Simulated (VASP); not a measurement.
Crystal: Ba2Be.

```xyz
6
Lattice="4.1201 0.0000 0.0000 0.0000 4.1201 0.0000 0.0000 0.0000 8.2268" Properties=species:S:1:pos:R:3 pbc="T T T"
Ba    0.0000    0.0000    0.0000
Ba    2.0600    2.0600    0.0000
Ba    0.0000    2.0600    5.2322
Ba    2.0600    0.0000    2.9946
Be    0.0000    2.0600    2.2459
Be    2.0600    0.0000    5.9809
```

The cell was generated, and may not be a known phase.

- Program: VASP 6.6.1
- Task: relaxation of cell and atoms
- Functional: PBE
- Potentials or basis: VASP PAW PBE potentials, release 64 (Ba_sv, Be)
- Cutoff: 600 eV
- k mesh: 4 × 4 × 2
- Occupations: gaussian, width 0.1 eV
- Spin: no spin polarisation

At the start: pressure 22.6 GPa; volume 23.27 Å³/atom.

Q: Where does the relaxation end?

A: Over 20 steps the energy falls by 862.4 meV/atom and the volume is 40.30 Å³/atom (+73.1 %); space group P4/nmm (No. 129, to 0.1 Å) before and after.

The path:
| step | energy change (eV) | largest force (eV/Å) | pressure (GPa) | volume (Å³) |
| --- | --- | --- | --- | --- |
| 1 | 0.0000 | 0.7094 | 22.56 | 139.65 |
| 2 | -4.6400 | 0.5196 | 2.15 | 216.54 |
| 3 | -4.8119 | 0.4832 | 0.61 | 233.60 |
| 4 | -4.7515 | 0.4051 | -1.31 | 270.30 |
| 5 | -4.8438 | 0.4509 | -0.35 | 248.10 |
| 6 | -4.8444 | 0.4565 | -0.20 | 245.53 |
| 7 | -4.9049 | 0.4432 | -0.09 | 243.87 |
| 8 | -5.0232 | 0.4447 | 0.20 | 238.42 |
| 9 | -4.9799 | 0.5358 | 1.15 | 225.24 |
| 10 | -5.0446 | 0.4834 | 0.61 | 231.41 |
| 11 | -5.0997 | 0.3455 | 0.31 | 235.64 |
| 12 | -5.1486 | 0.1632 | -0.40 | 248.50 |
| 13 | -5.1509 | 0.1674 | -0.29 | 246.22 |
| 14 | -5.1645 | 0.1228 | -0.01 | 242.05 |
| 15 | -5.1660 | 0.1014 | 0.13 | 240.12 |
| 16 | -5.1702 | 0.0671 | 0.05 | 241.51 |
| 17 | -5.1727 | 0.0654 | -0.08 | 243.95 |
| 18 | -5.1727 | 0.0647 | -0.07 | 243.72 |
| 19 | -5.1740 | 0.0485 | 0.00 | 242.59 |
| 20 | -5.1743 | 0.0365 | 0.05 | 241.80 |

Final structure:
```cif
data_structure
_symmetry_space_group_name_H-M 'P 1'
_symmetry_Int_Tables_number 1
_cell_length_a 5.4310
_cell_length_b 5.4310
_cell_length_c 8.1976
_cell_angle_alpha 90.000
_cell_angle_beta 90.000
_cell_angle_gamma 90.000
_cell_volume 241.80
loop_
_atom_site_label
_atom_site_type_symbol
_atom_site_fract_x
_atom_site_fract_y
_atom_site_fract_z
_atom_site_occupancy
Ba1 Ba 0.00000 0.00000 0.00000 1
Ba2 Ba 0.50000 0.50000 0.00000 1
Ba3 Ba 0.00000 0.50000 0.61000 1
Ba4 Ba 0.50000 0.00000 0.39000 1
Be1 Be 0.00000 0.50000 0.22288 1
Be2 Be 0.50000 0.00000 0.77712 1
```

Caveat: the k points lie up to 0.38 Å⁻¹ apart in the final cell, too coarse for converged energies and pressures of a metal; the volume moved by over 15 % at a fixed basis, so the end points are rough.
